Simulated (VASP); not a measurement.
Crystal: AlNi3.

```
Ni Al
1.0
     0.00000    2.80189    2.80189
     2.80189    0.00000    2.80189
     2.80189    2.80189    0.00000
Ni Al
3 1
Direct
  0.75000 0.75000 0.75000
  0.00000 0.00000 0.00000
  0.25000 0.25000 0.25000
  0.50000 0.50000 0.50000
```

Base run:

| Item | Value |
| --- | --- |
| Program | VASP 6.6.1 |
| Functional | PBEsol |
| Potentials or basis | VASP PAW PBE potentials, release 64 (Ni, Al) |
| Cutoff | 520 eV |
| k mesh | 8 × 8 × 8 |
| Occupations | fermi-dirac, width 0.05 eV |
| Spin | collinear spin, ferromagnetic start |
| Starting moments | [1.0, 1.0, 1.0, 0.0] μB |

Its results: pressure -0.6 GPa; net moment 0.00 μB per cell.

Task: The run is repeated on the same cell with these changes: functional from PBEsol to LDA; potentials or basis from VASP PAW PBE potentials, release 64 (Ni, Al) to VASP PAW LDA potentials, release 64 (Ni, Al). What comes out?

Result: Pressure -7.1 GPa; net moment 0.00 μB per cell.

Caveats: the PAW data sets were made with another functional, which shifts forces and pressure a little (some runs).
